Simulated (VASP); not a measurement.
**Sb: single point with revPBE**

Sb:

```
Sb
1.0
     2.19659    1.26820    3.94455
    -2.19659    1.26820    3.94455
     0.00000   -2.53641    3.94455
Sb
2
Direct
  0.76917 0.76917 0.76917
  0.23083 0.23083 0.23083
```

```
Program                : VASP 6.6.1
Task                   : single point
Functional             : revPBE
Potentials or basis    : VASP PAW PBE potentials, release 64 (Sb)
Cutoff                 : 520 eV
k mesh                 : 8 × 8 × 8
Occupations            : fermi-dirac, width 0.05 eV
Spin                   : no spin polarisation
Dipole correction      : no
Further INCAR settings : ALGO = Normal; EDIFF = 1e-06; NBANDS = 12
```

| Quantity | Value |
| --- | --- |
| Pressure | 0.0 GPa |
| Largest force | 0.032 eV/Å |
| Band gap on the k mesh | zero (band 5 reaches 6.37 eV, above the bottom of band 6 at 6.12 eV) |

Forces on the atoms (eV/Å):
```
Sb   0.000  0.000 -0.032
Sb   0.000  0.000  0.032
```

Levels at points of the mesh, in eV from the Fermi level:
| k point | band 3 | band 4 | band 5 | band 6 | band 7 | band 8 |
| --- | --- | --- | --- | --- | --- | --- |
| (0.00, 0.00, 0.00) | -2.01 | -1.69 | -1.69 | 1.70 | 2.41 | 2.41 |
| (0.50, 0.00, 0.00) | -2.02 | -1.98 | -0.35 | -0.27 | 0.22 | 0.76 |
| (0.50, 0.50, 0.00) | -4.93 | -3.44 | -3.35 | 1.59 | 4.40 | 5.24 |
| (0.50, 0.50, 0.50) | -1.31 | -1.31 | -0.62 | 0.36 | 0.36 | 1.12 |

It took 45 s on 1 thread of Intel(R) Xeon(R) Platinum 8488C (Sapphire Rapids) (shared host), peak memory 0.22 GiB.

Caveat: the PAW data sets were made with another functional, which shifts forces and pressure a little; spin-orbit coupling is left out, which moves the levels of the heavy elements.
